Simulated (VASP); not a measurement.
Set up this calculation in VASP 6.6.1, as the native input.

```yaml
Task: single point
Functional: PBE
Potentials_or_basis: VASP PAW PBE potentials, release 64 (C, Br, N)
Cutoff: 520 eV
k_mesh: 3 × 3 × 3
Occupations: gaussian, width 0.1 eV
Spin: collinear spin, ferromagnetic start
Starting_moments: "[0.43, 0.43, 0.43, 0.43, 0.43, 0.43, 0.0, 0.0, 0.0, 0.0] μB"
Dipole_correction: no
Further_INCAR_settings: ALGO = Normal; EDIFF = 1e-06; NBANDS = 39
```

The structure of C3BrN lies in POSCAR:

```
C3BrN
1.0
    2.3329026666      1.3469019825      5.5621762700
   -2.3329026666      1.3469019825      5.5621762700
    0.0000000000     -2.6938039652      5.5621762700
C Br N
6 2 2
Direct
    0.1967701143      0.3032298857      0.7500000000
    0.3032298857      0.7500000000      0.1967701143
    0.8032298857      0.6967701143      0.2500000000
    0.2500000000      0.8032298857      0.6967701143
    0.6967701143      0.2500000000      0.8032298857
    0.7500000000      0.1967701143      0.3032298857
    0.7500000000      0.7500000000      0.7500000000
    0.2500000000      0.2500000000      0.2500000000
    0.5000000000      0.5000000000      0.5000000000
    0.0000000000      0.0000000000      0.0000000000
```

The input as run:

INCAR

```
SYSTEM = C3BrN
PREC = Accurate
ENCUT = 520
EDIFF = 1E-6
ISMEAR = 0
SIGMA = 0.1
LREAL = .False.
LASPH = .True.
NELM = 150
ALGO = Normal
ISIF = 2
LWAVE = .False.
LCHARG = .False.
ISPIN = 2
MAGMOM = 0.43 0.43 0.43 0.43 0.43 0.43 0 0 0 0
LORBIT = 11
GGA = PE
NBANDS = 39
```

KPOINTS

```
regular mesh
0
Gamma
  3 3 3
  0 0 0
```

Potentials or basis: VASP PAW PBE potentials, release 64 (C, Br, N).

The run is started by

```console
$ cat potpaw_PBE.64/C/POTCAR potpaw_PBE.64/Br/POTCAR potpaw_PBE.64/N/POTCAR > POTCAR
$ mpirun -np 1 vasp_std > vasp.out
```

Results of the run:

```
Pressure                                              : 0.1 GPa
Largest force                                         : 0.016 eV/Å
Band gap on the k mesh                                : zero (filled and empty bands overlap)
Net moment                                            : 0.00 μB per cell
Valence electrons inside the program's atomic spheres : C 2.09; Br 4.78; N 3.41
```

Caveat: the k points lie up to 0.53 Å⁻¹ apart.

Wall time 90 s on 1 thread of AMD EPYC 9R14 (Zen 4), on a shared host, peak memory 0.37 GiB.
